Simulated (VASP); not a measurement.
# Sn (P6/mmm) in VASP: notebook

Runs on Sn. Level: PBE. Tasks: single point, relaxation of cell and atoms.

Everything below comes from runs of VASP 6.6.1. Logs are shortened: lines on timing, memory, paths and dates and some standing lists are left out, and cuts for length are marked.

## Step 1: The cell of the first run

The structure is hexagonal, space group P6/mmm (No. 191). The conventional cell has a = 3.268 Å, b = 3.268 Å, c = 3.073 Å, α = 90.00°, β = 90.00°, γ = 120.00°. Within 4.0 Å of Sn (site symmetry 6/mmm) lie 8 Sn at 3.07 to 3.27 Å.

The cell was built from a structure type or drawn by symmetry, and may not be a known phase.

## Step 2: Single point, PBE

INCAR reads:

```
PREC = Accurate
ENCUT = 520
EDIFF = 1E-7
ISMEAR = 0
SIGMA = 0.1
LREAL = F
LASPH = T
NELM = 60
ALGO = Normal
ISIF = 2
LWAVE = F
LCHARG = F
GGA = PE
NBANDS = 13
```

KPOINTS reads:

```
Automatic mesh
0
Gamma
  18 18 18
```

POSCAR reads:

```
Sn
1.0
    3.2679012880      0.0000000000      0.0000000000
   -1.6339506440      2.8300855325      0.0000000000
    0.0000000000      0.0000000000      3.0726474986
Sn
1
Direct
    0.0000000000      0.0000000000      0.5000000000
```

Potentials or basis: VASP PAW PBE potentials, release 64 (Sn_d).

On the command line:

```bash
$ cat potpaw_PBE.64/Sn_d/POTCAR > POTCAR
$ mpirun -np 1 vasp_std > vasp.out
```

OUTCAR:

```text
PREC = Accurate
   ENCUT = 520
   EDIFF = 1E-7
   ISMEAR = 0
   LREAL = F
   LASPH = T
   NELM = 60
   ISIF = 2
   GGA = PE

 ion  position               nearest neighbor table
   1  0.000  0.000  0.500-

  LATTYP: Found a hexagonal cell.
 ALAT       =     3.2679012880
 C/A-ratio  =     0.9402510137

  Lattice vectors:

 A1 = (   3.2679012880,   0.0000000000,   0.0000000000)
 A2 = (  -1.6339506440,   2.8300855325,   0.0000000000)
 A3 = (   0.0000000000,   0.0000000000,   3.0726474986)

Analysis of symmetry for initial positions (statically):
=====================================================================
 Subroutine PRICEL returns:
 Original cell was already a primitive cell.

 Routine SETGRP: Setting up the symmetry group for a
 hexagonal supercell.

 Subroutine GETGRP returns: Found 24 space group operations
 (whereof 24 operations were pure point group operations)
 out of a pool of 24 trial point group operations.

The static configuration has the point symmetry D_6h.

Analysis of symmetry for dynamics (positions and initial velocities):
=====================================================================
 Subroutine PRICEL returns:
 Original cell was already a primitive cell.

 Routine SETGRP: Setting up the symmetry group for a
 hexagonal supercell.

 Subroutine GETGRP returns: Found 24 space group operations
 (whereof 24 operations were pure point group operations)
 out of a pool of 24 trial point group operations.

The dynamic configuration has the point symmetry D_6h.

 Subroutine INISYM returns: Found 24 space group operations
 (whereof 24 operations are pure point group operations),
 and found     1 'primitive' translations

----------------------------------------------------------------------------------------

                                     Primitive cell

  volume of cell :      28.4172

  direct lattice vectors                    reciprocal lattice vectors
     3.267901288  0.000000000  0.000000000     0.306006795  0.176673106  0.000000000
    -1.633950644  2.830085533  0.000000000     0.000000000  0.353346211  0.000000000
     0.000000000  0.000000000  3.072647499     0.000000000  0.000000000  0.325452236

  length of vectors
     3.267901288  3.267901288  3.072647499     0.353346211  0.353346211  0.325452236

  position of ions in fractional coordinates (direct lattice)
     0.000000000  0.000000000  0.500000000

  ion indices of the primitive-cell ions
   primitive index   ion index
                 1           1

----------------------------------------------------------------------------------------

 KPOINTS: Automatic mesh

Automatic generation of k-mesh.
 Grid dimensions read from file:
 generate k-points for:   18   18   18

 Generating k-lattice:

  Cartesian coordinates                     Fractional coordinates (reciprocal lattice)
     0.017000378  0.009815173  0.000000000     0.055555556 -0.000000000  0.000000000
     0.000000000  0.019630345  0.000000000     0.000000000  0.055555556  0.000000000
     0.000000000  0.000000000  0.018080680     0.000000000  0.000000000  0.055555556

  Length of vectors
     0.019630345  0.019630345  0.018080680

  Shift w.r.t. Gamma in fractional coordinates (k-lattice)
     0.000000000  0.000000000  0.000000000

 Subroutine IBZKPT returns following result:
 ===========================================

 Found    370 irreducible k-points:

 Following reciprocal coordinates:
            Coordinates               Weight
  0.000000  0.000000  0.000000      1.000000
  0.055556  0.000000  0.000000      6.000000
  0.111111  0.000000  0.000000      6.000000
  0.166667 -0.000000  0.000000      6.000000
  0.222222  0.000000  0.000000      6.000000
  0.277778  0.000000  0.000000      6.000000
[... 16 lines left out ...]
  0.333333  0.111111  0.000000     12.000000
  0.388889  0.111111  0.000000     12.000000
 [... further k-points ...]
   k-points           NKPTS =    370   k-points in BZ     NKDIM =    370   number of bands    NBANDS=     13
   number of dos      NEDOS =    301   number of ions     NIONS =      1
   total plane-waves  NPLWV =  13824
   dimension x,y,z NGX =    24 NGY =   24 NGZ =   24
   dimension x,y,z NGXF=    48 NGYF=   48 NGZF=   48
   ions per type =               1
   NGX,Y,Z   is equivalent  to a cutoff of  12.21, 12.21, 12.99 a.u.
   NGXF,Y,Z  is equivalent  to a cutoff of  24.42, 24.42, 25.97 a.u.
 SYSTEM =  unknown system
   PREC   = accura    normal or accurate (medium, high low for compatibility)
   ISTART =      0    job   : 0-new  1-cont  2-samecut
   ICHARG =      2    charge: 1-file 2-atom 10-const
   ISPIN  =      1    spin polarized calculation?
   LNONCOLLINEAR =      F non collinear calculations
   LSORBIT =      F    spin-orbit coupling
   LASPH  =      T    aspherical Exc in radial PAW
   ENCUT  =  520.0 eV  38.22 Ry    6.18 a.u.   6.08  6.08  5.71*2*pi/ulx,y,z
   NELM   =     60;   NELMIN=  2; NELMDL= -5     # of ELM steps
   EDIFF  = 0.1E-06   stopping-criterion for ELM
   LREAL  =      F    real-space projection
   EDIFFG = 0.1E-05   stopping-criterion for IOM
   NSW    =      0    number of steps for IOM
   IBRION =     -1    ionic relax: 0-MD 1-quasi-New 2-CG
   NFREE  =      0    steps in history (QN), initial steepest desc. (CG)
   ISIF   =      2    stress and relaxation
   ISYM   =      2    0-nonsym 1-usesym 2-fastsym
   POTIM  = 0.5000    time-step for ionic-motion
   TEBEG  =    0.0;   TEEND  =   0.0 temperature during run
   PSTRESS=    0.0 pullay stress
   NELECT =      14.0000    total number of electrons
   NUPDOWN=      -1.0000    fix difference up-down
   EMIN   =  10.00;   EMAX   =-10.00  energy-range for DOS
   EFERMI =   0.00;   METHOD = LEGACY
   ISMEAR =     0;   SIGMA  =   0.10  broadening in eV -4-tet -1-fermi 0-gaus
   EFERMI_NEDOS =   21; number of points for ismear=-14 and -15
   IALGO  =     38    algorithm
   IMIX   =      4    mixing-type and parameters
     AMIX     =   0.40;   BMIX     =  1.00
     AMIX_MAG =   1.60;   BMIX_MAG =  1.00
  volume/ion in A,a.u.               =      28.42       191.77
  Fermi-wavevector in a.u.,A,eV,Ry     =   1.292976  2.443370 22.746039  1.671787
  Thomas-Fermi vector in A             =   2.424650
   LORBIT       =      0    0 simple, 1 ext, 2 COOP (PROOUT), +10 PAW based schemes
   GGA     = PE    functional components
   LHFCALC =     F    Hartree Fock is set to
   AEXX    =    0.0000 exact exchange contribution
   IVDW    =     0    specifies the selected vdW correction
   LEPSILON=     F    determine dielectric tensor
   LRPA    =     F    only Hartree local field effects (RPA)
 non-spin polarized calculation
 Gauss-broadening in eV      SIGMA  =   0.10
  energy-cutoff  :      520.00
  volume of cell :       28.42
 maximum number of plane-waves:       786
   NGX = 13   NGY = 13   NGZ = 11

 number of electron      14.0000004 magnetization

 Free energy of the ion-electron system (eV)
  ---------------------------------------------------
  ext. energy  EPLUGINS =         0.00000000
  ---------------------------------------------------
  free energy    TOTEN  =        -3.80843280 eV

  energy without entropy =       -3.80601899  energy(sigma->0) =       -3.80722590

 E-fermi :   7.4534     XC(G=0): -10.0948

 val. band max:        7.4483303787   @ k =   0.2778   0.0556   0.2778
 cond. band min:       7.4856981681   @ k =   0.2778   0.2222   0.1667
 fundamental gap:      0.0373677894
 Fermi energy:         7.4534490362

 k-point     1 :       0.0000    0.0000    0.0000
  band No.  band energies     occupation
      1     -14.1832      2.00000
      2     -14.0327      2.00000
      3     -14.0327      2.00000
      4     -13.8417      2.00000
      5     -13.8417      2.00000
      6      -3.3719      2.00000
      7      12.6533      0.00000
      8      14.2350      0.00000
      9      14.2350      0.00000
     10      16.0702      0.00000
     11      18.3516      0.00000
     12      19.1527      0.00000
     13      19.1527      0.00000

 k-point     2 :       0.0556    0.0000    0.0000
  band No.  band energies     occupation
      1     -14.1803      2.00000
      2     -14.0336      2.00000
      3     -14.0272      2.00000
      4     -13.8439      2.00000
      5     -13.8422      2.00000
      6      -3.3125      2.00000
      7      12.7173      0.00000
      8      13.5666      0.00000
      9      14.0274      0.00000
     10      16.1809      0.00000
     11      17.5820      0.00000
     12      19.4522      0.00000
     13      19.6051      0.00000

 k-point     3 :       0.1111    0.0000    0.0000
  band No.  band energies     occupation
      1     -14.1724      2.00000
      2     -14.0358      2.00000
      3     -14.0113      2.00000
      4     -13.8505      2.00000
      5     -13.8438      2.00000
      6      -3.1343      2.00000
      7      12.1539      0.00000
      8      12.9076      0.00000
      9      13.5232      0.00000
     10      16.2779      0.00000
     11      16.8781      0.00000
     12      20.2317      0.00000
     13      20.4757      0.00000

 k-point     4 :       0.1667   -0.0000    0.0000
  band No.  band energies     occupation
      1     -14.1616      2.00000
      2     -14.0378      2.00000
      3     -13.9869      2.00000
      4     -13.8606      2.00000
      5     -13.8462      2.00000
      6      -2.8373      2.00000
      7      10.5417      0.00000
      8      12.9096      0.00000
      9      13.2191      0.00000
     10      15.9487      0.00000
     11      16.7956      0.00000
     12      21.3012      0.00000
     13      21.5873      0.00000

 k-point     5 :       0.2222    0.0000    0.0000
  band No.  band energies     occupation
      1     -14.1515      2.00000
      2     -14.0374      2.00000
      3     -13.9567      2.00000
      4     -13.8728      2.00000
      5     -13.8492      2.00000
      6      -2.4223      2.00000
      7       8.9197      0.00000
      8      12.3022      0.00000
      9      13.6422      0.00000
     10      15.4590      0.00000
     11      17.0647      0.00000
     12      22.5364      0.00000
     13      22.8308      0.00000

 k-point     6 :       0.2778    0.0000    0.0000
  band No.  band energies     occupation
      1     -14.1453      2.00000
      2     -14.0327      2.00000
      3     -13.9243      2.00000
      4     -13.8859      2.00000
      5     -13.8524      2.00000
      6      -1.8925      2.00000
      7       7.3605      1.81147
      8      11.7603      0.00000
      9      14.1600      0.00000
     10      15.0439      0.00000
     11      17.4483      0.00000
     12      23.8520      0.00000
     13      23.9387      0.00000

 k-point     7 :       0.3333    0.0000    0.0000
  band No.  band energies     occupation
      1     -14.1439      2.00000
      2     -14.0242      2.00000
      3     -13.8981      2.00000
      4     -13.8937      2.00000
      5     -13.8554      2.00000
      6      -1.2566      2.00000
      7       5.9043      2.00000
      8      11.3154      0.00000
      9      14.7218      0.00000
     10      14.7427      0.00000
     11      17.9232      0.00000
     12      23.2020      0.00000
     13      23.3057      0.00000
[... 193 lines left out ...]
 k-point    20 :       0.1667    0.1111    0.0000
  band No.  band energies     occupation
      1     -14.1425      2.00000
      2     -14.0401      2.00000
      3     -13.9473      2.00000
      4     -13.8760      2.00000
      5     -13.8520      2.00000
      6      -2.2452      2.00000
      7       8.8171      0.00000
      8      10.7993      0.00000
      9      13.8210      0.00000
     10      16.9791      0.00000
     11      17.4365      0.00000
     12      20.2463      0.00000
     13      25.5564      0.00000

 k-point    21 :       0.2222    0.1111    0.0000
  band No.  band energies     occupation
      1     -14.1332      2.00000
      2     -14.0359      2.00000
      3     -13.9203      2.00000
      4     -13.8873      2.00000
      5     -13.8560      2.00000
      6      -1.7174      2.00000
      7       7.3967      1.57809
      8      10.1286      0.00000
      9      14.3325      0.00000
     10      16.9320      0.00000
     11      17.6473      0.00000
     12      21.3859      0.00000
     13      24.5640      0.00000

 k-point    22 :       0.2778    0.1111    0.0000
  band No.  band energies     occupation
      1     -14.1288      2.00000
      2     -14.0267      2.00000
      3     -13.8978      2.00000
      4     -13.8961      2.00000
      5     -13.8597      2.00000
      6      -1.0857      2.00000
      7       6.0118      2.00000
      8       9.6309      0.00000
      9      14.9081      0.00000
     10      16.7055      0.00000
     11      18.0872      0.00000
     12      22.6006      0.00000
     13      23.3113      0.00000

 k-point    23 :       0.3333    0.1111    0.0000
  band No.  band energies     occupation
      1     -14.1282      2.00000
      2     -14.0154      2.00000
      3     -13.9063      2.00000
      4     -13.8772      2.00000
      5     -13.8627      2.00000
      6      -0.3771      2.00000
      7       4.7435      2.00000
      8       9.2814      0.00000
      9      15.4910      0.00000
     10      16.5020      0.00000
     11      18.6348      0.00000
     12      22.2395      0.00000
     13      22.3375      0.00000

 k-point    24 :       0.3889    0.1111    0.0000
  band No.  band energies     occupation
      1     -14.1290      2.00000
      2     -14.0066      2.00000
      3     -13.9119      2.00000
      4     -13.8651      2.00000
      5     -13.8647      2.00000
      6       0.3186      2.00000
      7       3.7053      2.00000
      8       9.0727      0.00000
      9      15.9693      0.00000
     10      16.3710      0.00000
     11      19.2224      0.00000
     12      21.4659      0.00000
     13      21.4762      0.00000

 [... further k-points ...]
[... 5 lines left out ...]
  --------------------------------------------------------------------------------------
  -------------------------------------------------------------------------------------
  Total       -0.0214586     -0.0214586     -0.0156634      0.0000000     -0.0000000      0.0000000
  in kB       -1.2098460     -1.2098460     -0.8831117      0.0000000     -0.0000000      0.0000000
  external PRESSURE =      -1.1009346 kB  Pullay stress =       0.0000000 kB

 VOLUME and BASIS-vectors are now :
 -----------------------------------------------------------------------------
  energy-cutoff  :      520.00
  volume of cell :       28.42
      direct lattice vectors                 reciprocal lattice vectors
     3.267901288  0.000000000  0.000000000     0.306006795  0.176673106  0.000000000
    -1.633950644  2.830085533  0.000000000     0.000000000  0.353346211  0.000000000
     0.000000000  0.000000000  3.072647499     0.000000000  0.000000000  0.325452236

 POSITION                                       TOTAL-FORCE (eV/Angst)
 -----------------------------------------------------------------------------------
      0.00000      0.00000      1.53632         0.000000      0.000000      0.000000
 -----------------------------------------------------------------------------------
    total drift:                                0.000000      0.000000      0.000000

  FREE ENERGIE OF THE ION-ELECTRON SYSTEM (eV)
  ---------------------------------------------------
  free  energy   TOTEN  =        -3.8084328002 eV

  energy  without entropy=       -3.8060189928  energy(sigma->0) =       -3.80722590
```

Run time: 69 s. Hardware: 1 thread of Intel Xeon 8259CL, shared host; peak memory 0.24 GiB.

What came out:

```
Free energy            : -3.8084 eV
Pressure               : -0.1 GPa
Band gap on the k mesh : zero (bands 7 and 8 overlap by 7.92 eV)
```

Levels at points of the mesh, in eV from the Fermi level:
```csv
k point,band 4,band 5,band 6,band 7,band 8,band 9,band 10,band 11
"(0.00, 0.00, 0.00)",-21.30,-21.30,-10.83,5.20,6.78,6.78,8.62,10.90
"(0.50, 0.00, 0.00)",-21.31,-21.30,-6.91,-4.42,3.26,6.86,8.56,11.94
"(0.00, 0.00, 0.50)",-21.39,-21.34,-7.84,-4.66,9.45,9.45,12.43,13.06
"(0.50, 0.00, 0.50)",-21.29,-21.19,-3.63,-2.05,-1.54,3.10,5.70,10.21
```

Caveat: spin-orbit coupling is left out, which moves the levels of the heavy elements.

## Step 3: Relaxation of cell and atoms, PBE

This run uses another cell than the first one, of 28.84 Å³/atom.

INCAR reads:

```
SYSTEM = Sn
PREC = Accurate
ENCUT = 600
EDIFF = 1E-7
ISMEAR = 0
SIGMA = 0.1
LREAL = .FALSE.
LASPH = .TRUE.
NELM = 100
ALGO = Fast
ISIF = 3
LWAVE = .FALSE.
LCHARG = .FALSE.
GGA = PE
IBRION = 2
NSW = 100
EDIFFG = -0.01
```

KPOINTS reads:

```
regular mesh
0
G
  18 18 18
  0 0 0
```

POSCAR reads:

```
Sn
1.0
    3.2244848952      0.0000000000      0.0000000000
   -1.6122424476      2.7924858334      0.0000000000
    0.0000000000      0.0000000000      3.2023934896
Sn
1
Direct
    0.0000000000      0.0000000000      0.5000000000
```

Potentials or basis: VASP PAW PBE potentials, release 64 (Sn_d).

On the command line:

```bash
$ cat potpaw_PBE.64/Sn_d/POTCAR > POTCAR
$ mpirun -np 1 vasp_std > vasp.out
```

It took 14 min on 1 thread of Intel Xeon 8259CL, shared host; peak memory 0.29 GiB.

Results (log left out):

| Quantity | Value |
| --- | --- |
| Free energy | -3.8085 eV |
| Relaxed volume | 28.39 Å³/atom |
| Relaxed cell | a = 3.266 Å, b = 3.266 Å, c = 3.074 Å, α = 90.00°, β = 90.00°, γ = 120.00° |
| Space group after relaxing (to 0.1 Å) | P6/mmm (No. 191) |
| Energy gained by relaxing | 20.6 meV/atom |
| Ionic steps | 7 |
| Pressure after relaxing | 0.0 GPa |
| Band gap on the k mesh | zero (bands 7 and 8 overlap by 7.90 eV) |

Step by step:
| step | energy change (eV) | largest force (eV/Å) | pressure (GPa) | volume (Å³) |
| --- | --- | --- | --- | --- |
| 1 | 0.0000 | 0.0000 | -0.40 | 28.84 |
| 2 | -0.0204 | 0.0000 | -0.19 | 28.51 |
| 3 | -0.0206 | 0.0000 | -0.15 | 28.48 |
| 4 | -0.0206 | 0.0000 | -0.15 | 28.49 |
| 5 | -0.0206 | 0.0000 | 0.05 | 28.38 |
| 6 | -0.0206 | 0.0000 | -0.02 | 28.40 |
| 7 | -0.0206 | 0.0000 | 0.02 | 28.39 |

Final structure:
```xyz
1
Lattice="3.2660 0.0000 0.0000 -1.6330 2.8284 0.0000 0.0000 0.0000 3.0737" Properties=species:S:1:pos:R:3 pbc="T T T"
Sn   -1.6330    2.8284    1.5368
```

Levels at points of the mesh, in eV from the Fermi level:
| k point | band 3 | band 4 | band 5 | band 6 | band 7 | band 8 | band 9 | band 10 | band 11 |
| --- | --- | --- | --- | --- | --- | --- | --- | --- | --- |
| (0.00, 0.00, 0.00) | -21.49 | -21.30 | -21.30 | -10.83 | 5.18 | 6.80 | 6.80 | 8.60 | 10.90 |
| (0.50, 0.00, 0.00) | -21.37 | -21.31 | -21.30 | -6.91 | -4.43 | 3.27 | 6.87 | 8.55 | 11.93 |
| (0.00, 0.00, 0.50) | -21.39 | -21.39 | -21.34 | -7.85 | -4.67 | 9.47 | 9.47 | 12.45 | 13.06 |
| (0.50, 0.00, 0.50) | -21.42 | -21.29 | -21.19 | -3.63 | -2.06 | -1.53 | 3.10 | 5.70 | 10.21 |

Caveat: spin-orbit coupling is left out, which moves the levels of the heavy elements.
